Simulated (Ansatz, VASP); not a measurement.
# One calculation of ZnS, two programs

The input INCAR:

```
PREC = Accurate ; ENCUT = 520
EDIFF = 1E-7 ; ISMEAR = 0
SIGMA = 0.05 ; LREAL = F
LASPH = T ; NELM = 100
ALGO = Normal ; ISIF = 2
LWAVE = F ; LCHARG = F
GGA = PE ; NBANDS = 26
```

The input KPOINTS:

```
regular mesh
0
Gamma
  12 12 6
```

Contents of POSCAR:

```
ZnS
1.0
    3.9634387328      0.0000000000      0.0000000000
   -1.9817193664      3.4324386290      0.0000000000
    0.0000000000      0.0000000000      5.7352800000
Zn S
2 2
Direct
    0.3333333333      0.6666666667      0.0000000000
    0.6666666667      0.3333333333      0.5000000000
    0.3333333333      0.6666666667      0.3850000000
    0.6666666667      0.3333333333      0.8850000000
```

Input for Ansatz:

```yaml
crystal:
  lattice:
    - [3.9634387328, 0.0, 0.0]
    - [-1.9817193664, 3.432438629, 0.0]
    - [0.0, 0.0, 5.73528]
  atoms:
    - { symbol: Zn, position: [0.3333333333, 0.6666666667, 0.0] }
    - { symbol: Zn, position: [0.6666666667, 0.3333333333, 0.5] }
    - { symbol: S, position: [0.3333333333, 0.6666666667, 0.385] }
    - { symbol: S, position: [0.6666666667, 0.3333333333, 0.885] }
basis:
  ecutwfc: 420
kpoints:
  mp_grid: { grid: [12, 12, 6] }
hamiltonian:
  xc: pbe
scf:
  occupations: { method: gaussian, width: 0.05 }
output:
  forces: true
  stress: true
  eigenvalues: true
```

Change from the starting cell: strain +0.040 along x and y, -0.080 along z, atoms carried along.

Alike in both runs: task single point; functional PBE; k mesh 12 × 12 × 6; occupations gaussian, width 0.05 eV; no spin polarisation.

```csv
,VASP,Ansatz
version,VASP 6.6.1,Ansatz 0.2.0
potentials or method,"VASP PAW PBE potentials, release 64 (Zn, S), cutoff 520 eV","scalar-relativistic, plane waves, PAW"
valence electrons in the cell,36,36
```

VASP gave:

| Property | Result |
| --- | --- |
| gap on the k mesh at the Fermi level (eV) | 2.03 |
| least direct gap on the mesh (eV) | 2.03 |
| pressure (GPa) | 3.9 |
| traceless stress, the component that is largest in VASP (GPa) | 11.24 |
| rms of the force components (eV/Å) | 0.436 |

Q: What did Ansatz give for the same quantities?

A: gap on the k mesh at the Fermi level (eV): 2.04; least direct gap on the mesh (eV): 2.04; pressure (GPa): 3.8; traceless stress, the component that is largest in VASP (GPa): 11.21; rms of the force components (eV/Å): 0.432.

Atom by atom the forces differ by 0.004 eV/Å (rms over components).
